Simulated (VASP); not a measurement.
Input of a VASP 6.6.1 run:

INCAR

```
PREC     = Accurate       # precision mode
ENCUT    = 600            # plane-wave cutoff, eV
EDIFF    = 1E-7           # SCF threshold, eV
ISMEAR   = -1             # smearing method
SIGMA    = 0.05           # smearing width, eV
LREAL    = False          # projectors in reciprocal space
LASPH    = True           # aspherical terms in the spheres
NELM     = 100            # most SCF steps
ALGO     = Fast           # electronic algorithm
ISIF     = 3              # what is computed and relaxed
LWAVE    = False          # write WAVECAR
LCHARG   = False          # write CHGCAR
GGA      = PS             # functional
IBRION   = 2              # ionic algorithm
NSW      = 60             # ionic steps
EDIFFG   = -0.01          # ionic threshold
PSTRESS  = 100.0
```

The input KPOINTS:

```
regular mesh
0
Gamma
  11 11 11
```

Contents of POSCAR:

```
Ag
1.0
   -1.6556540000      1.6556540000      1.6556540000
    1.6556540000     -1.6556540000      1.6556540000
    1.6556540000      1.6556540000     -1.6556540000
Ag
1
Direct
    0.0000000000      0.0000000000      0.0000000000
```

Potentials or basis: VASP PAW PBE potentials, release 64 (Ag).

Command:

```bash
$ cat potpaw_PBE.64/Ag/POTCAR > POTCAR
$ mpirun -np 1 vasp_std > vasp.out
```

(1) What does it give for the space group after relaxing (to 0.05 Å)?

(2) Predict the relaxed cell.

## Answers

(1) Im-3m (No. 229).

(2) a = 2.727 Å, b = 2.727 Å, c = 2.727 Å, α = 109.47°, β = 109.47°, γ = 109.47°.

Caveat: the cell is relaxed towards a set pressure, so the enthalpy falls and the energy may rise.
